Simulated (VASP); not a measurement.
# Ge3Os (Im-3m) in VASP: notebook

Runs on Ge3Os. Level: PBE. Tasks: single point, relaxation of cell and atoms.

Program: VASP 6.6.1. These are calculated values, not measurements. Logs are shortened: lines on timing, memory, paths and dates and some standing lists are left out, and cuts for length are marked.

### Step 1. The cell of the first run

Symmetry: Im-3m, No. 229, cubic system. The conventional cell has a = 5.218 Å, b = 5.218 Å, c = 5.218 Å, α = 90.00°, β = 90.00°, γ = 90.00°. Ge (site symmetry 4/mmm) has 4 Ge at 2.61 Å and 2 Os at 2.61 Å within 3.4 Å. Os (site symmetry m-3m) has 6 Ge at 2.61 Å within 3.4 Å.

### Step 2. Single point, PBE

Contents of INCAR:

```
PREC = Accurate ; ENCUT = 520
EDIFF = 1E-6 ; ISMEAR = 0
SIGMA = 0.1 ; LREAL = F
LASPH = T ; NELM = 100
ALGO = Normal ; ISIF = 2
LWAVE = F ; LCHARG = T
GGA = PE ; LELF = T
LVHAR = T ; NBANDS = 33
```

Contents of KPOINTS:

```
regular mesh
0
Gamma
  12 12 12
```

Contents of POSCAR:

```
Ge3Os
1.0
   -2.6092270854      2.6092270854      2.6092270854
    2.6092270854     -2.6092270854      2.6092270854
    2.6092270854      2.6092270854     -2.6092270854
Ge Os
3 1
Direct
    0.0000000000      0.5000000000      0.5000000000
    0.5000000000      0.0000000000      0.5000000000
    0.5000000000      0.5000000000      0.0000000000
    0.0000000000      0.0000000000      0.0000000000
```

Potentials or basis: VASP PAW PBE potentials, release 64 (Ge_d, Os).

Run with:

```bash
> cat potpaw_PBE.64/Ge_d/POTCAR potpaw_PBE.64/Os/POTCAR > POTCAR
> mpirun -np 1 vasp_std > vasp.out
```

OUTCAR:

```text
PREC = Accurate
   ENCUT = 520
   EDIFF = 1E-6
   ISMEAR = 0
   LREAL = F
   LASPH = T
   NELM = 100
   ISIF = 2
   GGA = PE

 ion  position               nearest neighbor table
   1  0.000  0.500  0.500-   2 2.61   3 2.61   4 2.61   4 2.61   3 2.61   2 2.61
   2  0.500  0.000  0.500-   1 2.61   3 2.61   4 2.61   3 2.61   4 2.61   1 2.61
   3  0.500  0.500  0.000-   1 2.61   2 2.61   4 2.61   2 2.61   1 2.61   4 2.61
   4  0.000  0.000  0.000-   1 2.61   2 2.61   3 2.61   1 2.61   2 2.61   3 2.61

  LATTYP: Found a body centered cubic cell.
 ALAT       =     5.2184541708

  Lattice vectors:

 A1 = (  -2.6092270854,   2.6092270854,   2.6092270854)
 A2 = (   2.6092270854,  -2.6092270854,   2.6092270854)
 A3 = (   2.6092270854,   2.6092270854,  -2.6092270854)

Analysis of symmetry for initial positions (statically):
=====================================================================
 Subroutine PRICEL returns:
 Original cell was already a primitive cell.

 Routine SETGRP: Setting up the symmetry group for a
 body centered cubic supercell.

 Subroutine GETGRP returns: Found 48 space group operations
 (whereof 48 operations were pure point group operations)
 out of a pool of 48 trial point group operations.

The static configuration has the point symmetry O_h .

Analysis of symmetry for dynamics (positions and initial velocities):
=====================================================================
 Subroutine PRICEL returns:
 Original cell was already a primitive cell.

 Routine SETGRP: Setting up the symmetry group for a
 body centered cubic supercell.

 Subroutine GETGRP returns: Found 48 space group operations
 (whereof 48 operations were pure point group operations)
 out of a pool of 48 trial point group operations.

The dynamic configuration has the point symmetry O_h .

 Subroutine INISYM returns: Found 48 space group operations
 (whereof 48 operations are pure point group operations),
 and found     1 'primitive' translations

----------------------------------------------------------------------------------------

                                     Primitive cell

  volume of cell :      71.0552

[... 86 lines left out ...]
   ISPIN  =      1    spin polarized calculation?
   LNONCOLLINEAR =      F non collinear calculations
   LSORBIT =      F    spin-orbit coupling
   LASPH  =      T    aspherical Exc in radial PAW
   ENCUT  =  520.0 eV  38.22 Ry    6.18 a.u.   8.40  8.40  8.40*2*pi/ulx,y,z
   NELM   =    100;   NELMIN=  2; NELMDL= -5     # of ELM steps
   EDIFF  = 0.1E-05   stopping-criterion for ELM
   LREAL  =      F    real-space projection
   EDIFFG = 0.1E-04   stopping-criterion for IOM
   NSW    =      0    number of steps for IOM
   IBRION =     -1    ionic relax: 0-MD 1-quasi-New 2-CG
   NFREE  =      0    steps in history (QN), initial steepest desc. (CG)
   ISIF   =      2    stress and relaxation
   ISYM   =      2    0-nonsym 1-usesym 2-fastsym
   POTIM  = 0.5000    time-step for ionic-motion
   TEBEG  =    0.0;   TEEND  =   0.0 temperature during run
   PSTRESS=    0.0 pullay stress
   NELECT =      50.0000    total number of electrons
   NUPDOWN=      -1.0000    fix difference up-down
   EMIN   =  10.00;   EMAX   =-10.00  energy-range for DOS
   EFERMI =   0.00;   METHOD = LEGACY
   ISMEAR =     0;   SIGMA  =   0.10  broadening in eV -4-tet -1-fermi 0-gaus
   EFERMI_NEDOS =   21; number of points for ismear=-14 and -15
   IALGO  =     38    algorithm
   IMIX   =      4    mixing-type and parameters
     AMIX     =   0.40;   BMIX     =  1.00
     AMIX_MAG =   1.60;   BMIX_MAG =  1.00
  volume/ion in A,a.u.               =      17.76       119.88
  Fermi-wavevector in a.u.,A,eV,Ry     =   1.456128  2.751683 28.848561  2.120309
  Thomas-Fermi vector in A             =   2.573082
   LORBIT       =      0    0 simple, 1 ext, 2 COOP (PROOUT), +10 PAW based schemes
   GGA     = PE    functional components
   LHFCALC =     F    Hartree Fock is set to
   AEXX    =    0.0000 exact exchange contribution
   IVDW    =     0    specifies the selected vdW correction
   LEPSILON=     F    determine dielectric tensor
   LRPA    =     F    only Hartree local field effects (RPA)
 non-spin polarized calculation
 Gauss-broadening in eV      SIGMA  =   0.10
  energy-cutoff  :      520.00
  volume of cell :       71.06
 maximum number of plane-waves:      1961
 NGX is ok and might be reduce to    36
   NGX = 17   NGY = 17   NGZ = 17

 number of electron      50.0000045 magnetization

 Free energy of the ion-electron system (eV)
  ---------------------------------------------------
  ext. energy  EPLUGINS =         0.00000000
  ---------------------------------------------------
  free energy    TOTEN  =       -22.40200634 eV

  energy without entropy =      -22.38386605  energy(sigma->0) =      -22.39293619

 E-fermi :   6.6709     XC(G=0): -11.7659

 val. band max:        6.6560177707   @ k =  -0.3333   0.4167   0.2500
 cond. band min:       6.6771097417   @ k =  -0.4167  -0.4167   0.0833
 fundamental gap:      0.0210919710
 Fermi energy:         6.6708882860

 k-point     1 :       0.0000    0.0000    0.0000
  band No.  band energies     occupation
      1     -18.0578      2.00000
      2     -18.0578      2.00000
      3     -17.9207      2.00000
      4     -17.9207      2.00000
      5     -17.9207      2.00000
      6     -17.8294      2.00000
[... 853 lines left out ...]
     32      14.1902      0.00000
     33      15.0207      0.00000

 [... further k-points ...]

------------------------ aborting loop because EDIFF is reached ----------------------------------------

  FORCE on cell =-STRESS in cart. coord.  units (eV):
  Direction    XX          YY          ZZ          XY          YZ          ZX
  --------------------------------------------------------------------------------------
  -------------------------------------------------------------------------------------
  Total       -0.0008167     -0.0008167     -0.0008167     -0.0000000      0.0000000      0.0000000
  in kB       -0.0184147     -0.0184147     -0.0184147     -0.0000000      0.0000000      0.0000000
  external PRESSURE =      -0.0184147 kB  Pullay stress =       0.0000000 kB

 VOLUME and BASIS-vectors are now :
 -----------------------------------------------------------------------------
  energy-cutoff  :      520.00
  volume of cell :       71.06
      direct lattice vectors                 reciprocal lattice vectors
    -2.609227085  2.609227085  2.609227085     0.000000000  0.191627629  0.191627629
     2.609227085 -2.609227085  2.609227085     0.191627629  0.000000000  0.191627629
     2.609227085  2.609227085 -2.609227085     0.191627629  0.191627629  0.000000000

 POSITION                                       TOTAL-FORCE (eV/Angst)
 -----------------------------------------------------------------------------------
      2.60923      0.00000      0.00000         0.000000     -0.000000     -0.000000
      0.00000      2.60923      0.00000        -0.000000      0.000000      0.000000
      0.00000      0.00000      2.60923         0.000000      0.000000      0.000000
      0.00000      0.00000      0.00000         0.000000      0.000000     -0.000000
 -----------------------------------------------------------------------------------
    total drift:                                0.000000      0.000000     -0.000000

  FREE ENERGIE OF THE ION-ELECTRON SYSTEM (eV)
  ---------------------------------------------------
  free  energy   TOTEN  =       -22.4020063429 eV

  energy  without entropy=      -22.3838660455  energy(sigma->0) =      -22.39293619
```

stdout:

```text
POSCAR found type information on POSCAR GeOs
 POSCAR found :  2 types and       4 ions
 scaLAPACK will be used
 LDA part: xc-table for (Slater+PW92), standard interpolation
 POSCAR, INCAR and KPOINTS ok, starting setup
 FFT: planning ... GRIDC
 FFT: planning ... GRID_SOFT
 FFT: planning ... GRID
 WAVECAR not read
 entering main loop
```

Wall time 4 min (1 thread of AMD EPYC 7R43 (Zen 3), shared host); peak memory 0.26 GiB.

What came out:

| Item | Value |
| --- | --- |
| Free energy | -22.4020 eV |
| Pressure | 0.0 GPa |
| Band gap on the k mesh | zero (band 25 reaches 8.12 eV, above the bottom of band 26 at 5.98 eV) |

Levels at points of the mesh, in eV from the Fermi level:
```tsv
k point	band 22	band 23	band 24	band 25	band 26	band 27	band 28	band 29
(0.00, 0.00, 0.00)	-1.94	-1.94	-1.94	-0.02	-0.02	-0.02	0.79	0.79
(0.50, 0.00, 0.00)	-1.60	-1.32	-0.94	0.61	0.68	1.80	1.93	2.30
(0.50, 0.50, 0.50)	-1.05	-1.05	-1.05	0.30	0.30	2.18	2.18	2.18
```

Caveat: spin-orbit coupling is left out, which moves the levels of the heavy elements.

### Step 3. Relaxation of cell and atoms, PBE

Contents of INCAR:

```
ALGO = Normal
EDIFF = 1E-6
EDIFFG = -0.01
ENCUT = 600
GGA = PE
IBRION = 2
ISIF = 3
ISMEAR = 0
LASPH = T
LCHARG = F
LREAL = F
LWAVE = F
NELM = 100
NSW = 100
PREC = Accurate
SIGMA = 0.1
```

Contents of KPOINTS:

```
k-points
0
Gamma
  12 12 12
```

Contents of POSCAR:

```
Ge3Os
1.0
   -2.6104332909      2.6104332909      2.6104332909
    2.6104332909     -2.6104332909      2.6104332909
    2.6104332909      2.6104332909     -2.6104332909
Ge Os
3 1
Direct
    0.0000000000      0.5000000000      0.5000000000
    0.5000000000      0.0000000000      0.5000000000
    0.5000000000      0.5000000000      0.0000000000
    0.0000000000      0.0000000000      0.0000000000
```

Potentials or basis: VASP PAW PBE potentials, release 64 (Ge_d, Os).

Run with:

```bash
> cat potpaw_PBE.64/Ge_d/POTCAR potpaw_PBE.64/Os/POTCAR > POTCAR
> mpirun -np 1 vasp_std > vasp.out
```

Run time: 4.8 min. Hardware: 1 thread of AMD EPYC 7R43 (Zen 3), shared host; peak memory 0.29 GiB.

It converged, with:

```
Free energy                            : -22.4028 eV
Relaxed volume                         : 17.76 Å³/atom
Relaxed cell                           : a = 4.519 Å, b = 4.519 Å, c = 4.519 Å, α = 109.47°, β = 109.47°, γ = 109.47°
Space group after relaxing (to 0.05 Å) : Im-3m (No. 229)
Energy gained by relaxing              : 0.0 meV/atom
Ionic steps                            : 2
Pressure after relaxing                : 0.0 GPa
Band gap on the k mesh                 : zero (band 25 reaches 8.12 eV, above the bottom of band 26 at 5.98 eV)
```

Final structure:
```cif
data_structure
_symmetry_space_group_name_H-M 'P 1'
_symmetry_Int_Tables_number 1
_cell_length_a 4.5190
_cell_length_b 4.5190
_cell_length_c 4.5190
_cell_angle_alpha 109.471
_cell_angle_beta 109.471
_cell_angle_gamma 109.471
_cell_volume 71.04
loop_
_atom_site_label
_atom_site_type_symbol
_atom_site_fract_x
_atom_site_fract_y
_atom_site_fract_z
_atom_site_occupancy
Ge1 Ge 0.00000 0.50000 0.50000 1
Ge2 Ge 0.50000 0.00000 0.50000 1
Ge3 Ge 0.50000 0.50000 0.00000 1
Os1 Os 0.00000 0.00000 0.00000 1
```

Levels at points of the mesh, in eV from the Fermi level:
| k point | band 23 | band 24 | band 25 | band 26 | band 27 | band 28 |
| --- | --- | --- | --- | --- | --- | --- |
| (0.00, 0.00, 0.00) | -1.94 | -1.94 | -0.02 | -0.02 | -0.02 | 0.79 |
| (0.50, 0.00, 0.00) | -1.32 | -0.94 | 0.61 | 0.68 | 1.80 | 1.93 |
| (0.50, 0.50, 0.50) | -1.05 | -1.05 | 0.30 | 0.30 | 2.18 | 2.18 |

Caveat: spin-orbit coupling is left out, which moves the levels of the heavy elements.

### Step 4. Single point, PBE, collinear spin, ferromagnetic start

Contents of INCAR:

```
SYSTEM = Ge3Os
PREC = Accurate ; ENCUT = 520
EDIFF = 1E-6 ; ISMEAR = 0
SIGMA = 0.1 ; LREAL = .False.
LASPH = .True. ; NELM = 150
ALGO = Normal ; ISIF = 2
LWAVE = .False. ; LCHARG = .False.
ISPIN = 2 ; MAGMOM = 0 0 0 1
LORBIT = 11 ; LMAXMIX = 4
GGA = PE ; NBANDS = 37
```

Contents of KPOINTS:

```
regular mesh
0
Gamma
  6 6 6
  0 0 0
```

POSCAR is that of step 3.

Run with:

```bash
> cat potpaw_PBE.64/Ge_d/POTCAR potpaw_PBE.64/Os/POTCAR > POTCAR
> mpirun -np 1 vasp_std > vasp.out
```

Run time: 1.8 min. Hardware: 1 thread of AMD EPYC 7R43 (Zen 3), shared host; peak memory 0.23 GiB.

The run converged. Its results:

```
Free energy                                           : -22.3682 eV
Pressure                                              : -0.2 GPa
Band gap on the k mesh                                : zero (filled and empty bands overlap)
Net moment                                            : 0.00 μB per cell
Valence electrons inside the program's atomic spheres : Ge 12.34; Os 7.04
```

Levels at points of the mesh, in eV from the Fermi level:
Spin up:
| k point | band 22 | band 23 | band 24 | band 25 | band 26 | band 27 | band 28 | band 29 |
| --- | --- | --- | --- | --- | --- | --- | --- | --- |
| (0.00, 0.00, 0.00) | -1.93 | -1.93 | -1.93 | 0.00 | 0.00 | 0.00 | 0.79 | 0.79 |
| (0.50, 0.00, 0.00) | -1.59 | -1.30 | -0.94 | 0.61 | 0.68 | 1.82 | 1.95 | 2.32 |
| (0.50, 0.50, 0.50) | -1.05 | -1.05 | -1.05 | 0.29 | 0.29 | 2.20 | 2.20 | 2.20 |
Spin down:
```tsv
k point	band 21	band 22	band 23	band 24	band 25	band 26	band 27	band 28	band 29	band 30
(0.00, 0.00, 0.00)	-2.78	-1.93	-1.93	-1.93	0.00	0.00	0.00	0.79	0.79	2.68
(0.50, 0.00, 0.00)	-3.29	-1.59	-1.30	-0.94	0.61	0.68	1.82	1.95	2.32	5.47
(0.50, 0.50, 0.50)	-5.20	-1.05	-1.05	-1.05	0.29	0.29	2.20	2.20	2.20	5.55
```

Caveat: spin-orbit coupling is left out, which moves the levels of the heavy elements.

### Step 5. The runs side by side

```csv
task,spin,cell,k mesh,cutoff (eV),gap on the mesh (eV),pressure (GPa)
single point,off,"a = 4.519 Å, angles 109.5°, 4 atoms",12 × 12 × 12,520,none,0.0
relaxation of cell and atoms,off,"relaxed from a = 4.521 Å, angles 109.5°, 4 atoms",12 × 12 × 12,600,none,0.0
single point,"collinear, ferromagnetic start","a = 4.521 Å, angles 109.5°, 4 atoms",6 × 6 × 6,520,none,-0.2
```

Alike in all rows: level PBE; potentials or basis VASP PAW PBE potentials, release 64 (Ge_d, Os); smearing gaussian 0.1 eV.

Caveats: spin-orbit coupling is left out, which moves the levels of the heavy elements.

Total energies depend on the potentials used, so only differences within one code and one set of settings carry meaning.
